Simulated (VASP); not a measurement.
# S (P4mm) in VASP: a series of runs

S is run at these levels: PBE; tasks: single point, relaxation of cell and atoms.

Everything below comes from runs of VASP 6.6.1. Logs are shortened: lines on timing, memory, paths and dates and some standing lists are left out, and cuts for length are marked.

### Step 1. The cell of the first run

Symmetry: P4mm, No. 99, tetragonal system. Conventional cell: a = 4.157 Å, b = 4.157 Å, c = 4.717 Å, α = 90.00°, β = 90.00°, γ = 90.00°. S (site symmetry 4mm) has 4 S at 2.26 Å within 3.0 Å. Within 3.0 Å of S (site symmetry 2mm) lie 6 S at 2.26 to 2.94 Å.

### Step 2. Single point, PBE

INCAR

```
SYSTEM = S
PREC = Accurate
ENCUT = 520
EDIFF = 1E-6
ISMEAR = 0
SIGMA = 0.1
LREAL = .FALSE.
LASPH = .TRUE.
NELM = 100
ALGO = Normal
ISIF = 2
LWAVE = .FALSE.
LCHARG = .FALSE.
GGA = PE
NBANDS = 16
```

KPOINTS

```
Automatic mesh
0
G
  12 12 10
  0 0 0
```

POSCAR

```
S
1.0
    4.1572239032      0.0000000000      0.0000000000
    0.0000000000      4.1572239032      0.0000000000
    0.0000000000      0.0000000000      4.7169561840
S
3
Direct
    0.5000000000      0.5000000000      0.7580580989
    0.0000000000      0.5000000000      0.9480209505
    0.5000000000      0.0000000000      0.9480209505
```

Potentials or basis: VASP PAW PBE potentials, release 64 (S).

Launch:

```bash
> cat potpaw_PBE.64/S/POTCAR > POTCAR
> mpirun -np 1 vasp_std > vasp.out
```

OUTCAR:

```text
SYSTEM = S
   PREC = Accurate
   ENCUT = 520
   EDIFF = 1E-6
   ISMEAR = 0
   LREAL = .FALSE.
   LASPH = .TRUE.
   NELM = 100
   ISIF = 2
   GGA = PE

 ion  position               nearest neighbor table
   1  0.500  0.500  0.758-   2 2.26   3 2.26   3 2.26   2 2.26
   2  0.000  0.500  0.948-   1 2.26   1 2.26
   3  0.500  0.000  0.948-   1 2.26   1 2.26

  LATTYP: Found a simple tetragonal cell.
 ALAT       =     4.1572239032
 C/A-ratio  =     1.1346408791

  Lattice vectors:

 A1 = (   4.1572239032,   0.0000000000,   0.0000000000)
 A2 = (   0.0000000000,   4.1572239032,   0.0000000000)
 A3 = (   0.0000000000,   0.0000000000,   4.7169561840)

Analysis of symmetry for initial positions (statically):
=====================================================================
 Subroutine PRICEL returns:
 Original cell was already a primitive cell.

 Routine SETGRP: Setting up the symmetry group for a
 simple tetragonal supercell.

 Subroutine GETGRP returns: Found  8 space group operations
 (whereof  8 operations were pure point group operations)
 out of a pool of 16 trial point group operations.

The static configuration has the point symmetry C_4v.

Analysis of symmetry for dynamics (positions and initial velocities):
=====================================================================
 Subroutine PRICEL returns:
 Original cell was already a primitive cell.

 Routine SETGRP: Setting up the symmetry group for a
 simple tetragonal supercell.

 Subroutine GETGRP returns: Found  8 space group operations
 (whereof  8 operations were pure point group operations)
 out of a pool of 16 trial point group operations.

The dynamic configuration has the point symmetry C_4v.

 Subroutine INISYM returns: Found  8 space group operations
 (whereof  8 operations are pure point group operations),
 and found     1 'primitive' translations

----------------------------------------------------------------------------------------

                                     Primitive cell

  volume of cell :      81.5208

  direct lattice vectors                    reciprocal lattice vectors
     4.157223903  0.000000000  0.000000000     0.240545139  0.000000000  0.000000000
     0.000000000  4.157223903  0.000000000     0.000000000  0.240545139  0.000000000
     0.000000000  0.000000000  4.716956184     0.000000000  0.000000000  0.212001121

  length of vectors
     4.157223903  4.157223903  4.716956184     0.240545139  0.240545139  0.212001121

[... 78 lines left out ...]
   LSORBIT =      F    spin-orbit coupling
   LASPH  =      T    aspherical Exc in radial PAW
   ENCUT  =  520.0 eV  38.22 Ry    6.18 a.u.   7.73  7.73  8.77*2*pi/ulx,y,z
   NELM   =    100;   NELMIN=  2; NELMDL= -5     # of ELM steps
   EDIFF  = 0.1E-05   stopping-criterion for ELM
   LREAL  =      F    real-space projection
   EDIFFG = 0.1E-04   stopping-criterion for IOM
   NSW    =      0    number of steps for IOM
   IBRION =     -1    ionic relax: 0-MD 1-quasi-New 2-CG
   NFREE  =      0    steps in history (QN), initial steepest desc. (CG)
   ISIF   =      2    stress and relaxation
   ISYM   =      2    0-nonsym 1-usesym 2-fastsym
   POTIM  = 0.5000    time-step for ionic-motion
   TEBEG  =    0.0;   TEEND  =   0.0 temperature during run
   PSTRESS=    0.0 pullay stress
   NELECT =      18.0000    total number of electrons
   NUPDOWN=      -1.0000    fix difference up-down
   EMIN   =  10.00;   EMAX   =-10.00  energy-range for DOS
   EFERMI =   0.00;   METHOD = LEGACY
   ISMEAR =     0;   SIGMA  =   0.10  broadening in eV -4-tet -1-fermi 0-gaus
   EFERMI_NEDOS =   21; number of points for ismear=-14 and -15
   IALGO  =     38    algorithm
   IMIX   =      4    mixing-type and parameters
     AMIX     =   0.40;   BMIX     =  1.00
     AMIX_MAG =   1.60;   BMIX_MAG =  1.00
  volume/ion in A,a.u.               =      27.17       183.38
  Fermi-wavevector in a.u.,A,eV,Ry     =   0.989486  1.869856 13.321214  0.979082
  Thomas-Fermi vector in A             =   2.121088
   LORBIT       =      0    0 simple, 1 ext, 2 COOP (PROOUT), +10 PAW based schemes
   GGA     = PE    functional components
   LHFCALC =     F    Hartree Fock is set to
   AEXX    =    0.0000 exact exchange contribution
   IVDW    =     0    specifies the selected vdW correction
   LEPSILON=     F    determine dielectric tensor
   LRPA    =     F    only Hartree local field effects (RPA)
 non-spin polarized calculation
 Gauss-broadening in eV      SIGMA  =   0.10
  energy-cutoff  :      520.00
  volume of cell :       81.52
 maximum number of plane-waves:      2220
 NGX is ok and might be reduce to    32
   NGX = 15   NGY = 15   NGZ = 17

 number of electron      18.0000000 magnetization

 Free energy of the ion-electron system (eV)
  ---------------------------------------------------
  ext. energy  EPLUGINS =         0.00000000
  ---------------------------------------------------
  free energy    TOTEN  =       -10.50999401 eV

  energy without entropy =      -10.50584515  energy(sigma->0) =      -10.50791958

 E-fermi :   1.9813     XC(G=0):  -7.8648

 val. band max:        1.9776777359   @ k =   0.3333   0.0000   0.0000
 cond. band min:       2.0268373170   @ k =   0.3333   0.0833   0.5000
 fundamental gap:      0.0491595811
 Fermi energy:         1.9813331842

 k-point     1 :       0.0000    0.0000    0.0000
  band No.  band energies     occupation
      1     -14.6953      2.00000
      2      -9.1230      2.00000
      3      -7.5841      2.00000
      4      -5.1885      2.00000
      5      -5.1885      2.00000
      6      -1.0806      2.00000
[... 433 lines left out ...]
      3     -10.2887      2.00000
      4      -3.2183      2.00000
      5      -2.3099      2.00000
      6      -1.6387      2.00000
[... 8 lines left out ...]
     15       9.1374      0.00000
     16       9.2707      0.00000

 [... further k-points ...]
[... 5 lines left out ...]
  --------------------------------------------------------------------------------------
  -------------------------------------------------------------------------------------
  Total       -0.1384864     -0.1384864     -0.0630092      0.0000000      0.0000000      0.0000000
  in kB       -2.7217548     -2.7217548     -1.2383562      0.0000000      0.0000000      0.0000000
  external PRESSURE =      -2.2272886 kB  Pullay stress =       0.0000000 kB

 VOLUME and BASIS-vectors are now :
 -----------------------------------------------------------------------------
  energy-cutoff  :      520.00
  volume of cell :       81.52
      direct lattice vectors                 reciprocal lattice vectors
     4.157223903  0.000000000  0.000000000     0.240545139  0.000000000  0.000000000
     0.000000000  4.157223903  0.000000000     0.000000000  0.240545139  0.000000000
     0.000000000  0.000000000  4.716956184     0.000000000  0.000000000  0.212001121

 POSITION                                       TOTAL-FORCE (eV/Angst)
 -----------------------------------------------------------------------------------
      2.07861      2.07861      3.57573         0.000000     -0.000000      0.063310
      0.00000      2.07861      4.47177        -0.000000     -0.000000     -0.031655
      2.07861      0.00000      4.47177         0.000000      0.000000     -0.031655
 -----------------------------------------------------------------------------------
    total drift:                                0.000000     -0.000000     -0.000243

  FREE ENERGIE OF THE ION-ELECTRON SYSTEM (eV)
  ---------------------------------------------------
  free  energy   TOTEN  =       -10.5099940127 eV

  energy  without entropy=      -10.5058451504  energy(sigma->0) =      -10.50791958
```

OSZICAR:

```text
N       E                     dE             d eps       ncg     rms          rms(c)
DAV:   1     0.934226758459E+02    0.93423E+02   -0.75705E+03  5376   0.944E+02
DAV:   2    -0.404387759373E+01   -0.97467E+02   -0.92157E+02  7368   0.171E+02
DAV:   3    -0.105472540660E+02   -0.65034E+01   -0.64574E+01  6920   0.503E+01
DAV:   4    -0.106358906148E+02   -0.88637E-01   -0.88609E-01  7648   0.676E+00
DAV:   5    -0.106377499197E+02   -0.18593E-02   -0.18592E-02  7352   0.897E-01    0.168E+01
DAV:   6    -0.105155445676E+02    0.12221E+00   -0.27170E-01  7256   0.323E+00    0.106E+01
DAV:   7    -0.105099484222E+02    0.55961E-02   -0.67605E-02  6896   0.165E+00    0.169E+00
DAV:   8    -0.105100453774E+02   -0.96955E-04   -0.42566E-03  7496   0.438E-01    0.448E-01
DAV:   9    -0.105099449973E+02    0.10038E-03   -0.97581E-04  6952   0.209E-01    0.145E-01
DAV:  10    -0.105099916803E+02   -0.46683E-04   -0.23094E-04  6928   0.102E-01    0.314E-02
DAV:  11    -0.105099896177E+02    0.20626E-05   -0.31336E-05  7040   0.389E-02    0.206E-02
DAV:  12    -0.105099939769E+02   -0.43592E-05   -0.11219E-05  6216   0.211E-02    0.103E-02
DAV:  13    -0.105099940127E+02   -0.35795E-07   -0.22192E-07  6224   0.341E-03
   1 F= -.10509994E+02 E0= -.10507920E+02  d E =-.414886E-02
```

stdout:

```text
POSCAR found type information on POSCAR S
 POSCAR found :  1 types and       3 ions
 scaLAPACK will be used
 LDA part: xc-table for (Slater+PW92), standard interpolation
 POSCAR, INCAR and KPOINTS ok, starting setup
 FFT: planning ... GRIDC
 FFT: planning ... GRID_SOFT
 FFT: planning ... GRID
 WAVECAR not read
 entering main loop
```

Wall time 1.8 min (1 thread of Intel Xeon Platinum 8259CL at 2.50GHz (Skylake/Cascade Lake), shared host); peak memory 0.28 GiB.

Results:

* Free energy: -10.5100 eV
* Pressure: -0.2 GPa
* Largest force: 0.063 eV/Å
* Band gap on the k mesh: zero (band 9 reaches 3.80 eV, above the bottom of band 10 at 1.53 eV)

Forces in eV/Å, atoms in the order of the input:
```
S    0.000  0.000  0.063
S    0.000  0.000 -0.032
S    0.000  0.000 -0.032
```

Caveat: this functional lacks dispersion, which binds the layers, so the pressure and a relaxed spacing across them are unreliable.

### Step 3. Relaxation of cell and atoms, PBE

INCAR

```
PREC = Accurate ; ENCUT = 600
EDIFF = 1E-6 ; ISMEAR = 0
SIGMA = 0.1 ; LREAL = False
LASPH = True ; NELM = 100
ALGO = Normal ; ISIF = 3
LWAVE = False ; LCHARG = False
GGA = PE ; IBRION = 2
NSW = 100 ; EDIFFG = -0.01
```

KPOINTS

```
regular mesh
0
Gamma
  12 12 10
```

POSCAR

```
S
1.0
    4.1559899663      0.0000000000      0.0000000000
    0.0000000000      4.1559899663      0.0000000000
    0.0000000000      0.0000000000      4.7114092604
S
3
Direct
    0.5000000000      0.5000000000      0.7567530437
    0.0000000000      0.5000000000      0.9486734781
    0.5000000000      0.0000000000      0.9486734781
```

Potentials or basis: VASP PAW PBE potentials, release 64 (S).

Launch:

```bash
> cat potpaw_PBE.64/S/POTCAR > POTCAR
> mpirun -np 1 vasp_std > vasp.out
```

Run time: 5 min. Hardware: 1 thread of Intel Xeon Platinum 8259CL at 2.50GHz (Skylake/Cascade Lake), shared host; peak memory 0.32 GiB.

Results (log left out):

* Free energy: -10.5105 eV
* Relaxed volume: 27.03 Å³/atom
* Relaxed cell: a = 4.152 Å, b = 4.152 Å, c = 4.703 Å, α = 90.00°, β = 90.00°, γ = 90.00°
* Space group after relaxing (to 0.05 Å): P4mm (No. 99)
* Energy gained by relaxing: 0.4 meV/atom
* Ionic steps: 4
* Pressure after relaxing: 0.0 GPa
* Band gap on the k mesh: zero (band 9 reaches 3.86 eV, above the bottom of band 10 at 1.57 eV)

Step by step:
| step | energy change (eV) | largest force (eV/Å) | pressure (GPa) | volume (Å³) |
| --- | --- | --- | --- | --- |
| 1 | 0.0000 | 0.1770 | -0.29 | 81.38 |
| 2 | -0.0009 | 0.0624 | 0.23 | 80.80 |
| 3 | -0.0011 | 0.0156 | 0.06 | 80.98 |
| 4 | -0.0012 | 0.0011 | 0.01 | 81.08 |

Final structure:
```xyz
3
Lattice="4.1519 0.0000 0.0000 0.0000 4.1519 0.0000 0.0000 0.0000 4.7033" Properties=species:S:1:pos:R:3 pbc="T T T"
S     2.0760    2.0760    3.5659
S     0.0000    2.0760    4.4585
S     2.0760    0.0000    4.4585
```

Levels at points of the mesh, in eV from the Fermi level:
```csv
k point,band 7,band 8,band 9,band 10,band 11,band 12
"(0.00, 0.00, 0.00)",-1.77,-0.87,-0.40,-0.40,3.05,3.05
"(0.50, 0.00, 0.00)",-2.01,-1.74,-1.29,1.69,2.12,3.09
"(0.50, 0.50, 0.00)",-3.46,-0.34,1.83,2.00,2.00,2.62
"(0.00, 0.00, 0.50)",-1.11,-1.06,-0.42,-0.42,2.69,2.69
"(0.50, 0.00, 0.50)",-1.97,-1.69,-0.99,1.78,2.22,2.74
"(0.50, 0.50, 0.50)",-3.80,-0.32,1.84,2.12,2.12,3.32
```

Caveat: this functional lacks dispersion, which binds the layers, so the pressure and a relaxed spacing across them are unreliable.

[end of part 1 of 2]
